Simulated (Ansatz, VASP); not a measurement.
One calculation of SrO, two programs

POSCAR

```
SrO
1.0
    0.0000000000      2.5055550000      2.4413100000
    2.5055550000      0.0000000000      2.4413100000
    2.5055550000      2.5055550000      0.0000000000
Sr O
1 1
Direct
    0.0000000000      0.0000000000      0.0000000000
    0.5000000000      0.5000000000      0.5000000000
```

INCAR.step1

```
SYSTEM = SrO
PREC = Accurate
ENCUT = 520
ISMEAR = 0
SIGMA = 0.05
LREAL = .FALSE.
LASPH = .TRUE.
NELM = 80
NBANDS = 15
GGA = PE
ALGO = Normal
EDIFF = 1E-4
LWAVE = .TRUE.
LCHARG = .FALSE.
```

File INCAR.step2:

```
SYSTEM = SrO
PREC = Accurate
ENCUT = 520
EDIFF = 1E-7
ISMEAR = 0
SIGMA = 0.05
LREAL = .FALSE.
LASPH = .TRUE.
NELM = 80
ALGO = Normal
ISIF = 2
LWAVE = .FALSE.
LCHARG = .FALSE.
METAGGA = R2SCAN
LMIXTAU = .TRUE.
NBANDS = 15
ISTART = 1
```

KPOINTS

```
regular mesh
0
G
  8 8 8
  0 0 0
```

Input for Ansatz:

```yaml
crystal:
  lattice:
    - [0.0, 2.505555, 2.44131]
    - [2.505555, 0.0, 2.44131]
    - [2.505555, 2.505555, 0.0]
  atoms:
    - { symbol: Sr, position: [0.0, 0.0, 0.0] }
    - { symbol: O, position: [0.5, 0.5, 0.5] }
basis:
  ecutwfc: 500
kpoints:
  mp_grid: { grid: [8, 8, 8] }
hamiltonian:
  xc: r2scan
scf:
  occupations: { method: gaussian, width: 0.05 }
output:
  forces: true
  stress: true
  eigenvalues: true
```

Change from the starting cell: strain -0.025 along x and y, -0.050 along z, atoms carried along.

Alike in both runs: task single point; functional r2SCAN; k mesh 8 × 8 × 8; occupations gaussian, width 0.05 eV; no spin polarisation.

|  | VASP | Ansatz |
| --- | --- | --- |
| version | VASP 6.6.1 | Ansatz 0.2.0 |
| potentials or method | VASP PAW PBE potentials, release 64 (Sr_sv, O), cutoff 520 eV | scalar-relativistic, plane waves, PAW |
| valence electrons in the cell | 16 | 16 |

|  | VASP | Ansatz | Ansatz less VASP |
| --- | --- | --- | --- |
| gap on the k mesh at the Fermi level (eV) | 3.47 | 3.52 | +0.050 |
| least direct gap on the mesh (eV) | 3.59 | 3.64 | +0.050 |
| pressure (GPa) | 14.8 | 13.9 | -0.91 |
| traceless stress, the component that is largest in VASP (GPa) | 4.55 | 4.33 | -0.218 |

VASP's potentials were made for PBE, not for r2SCAN. With one functional, cell and mesh, what is left measures potentials, basis and numerics.
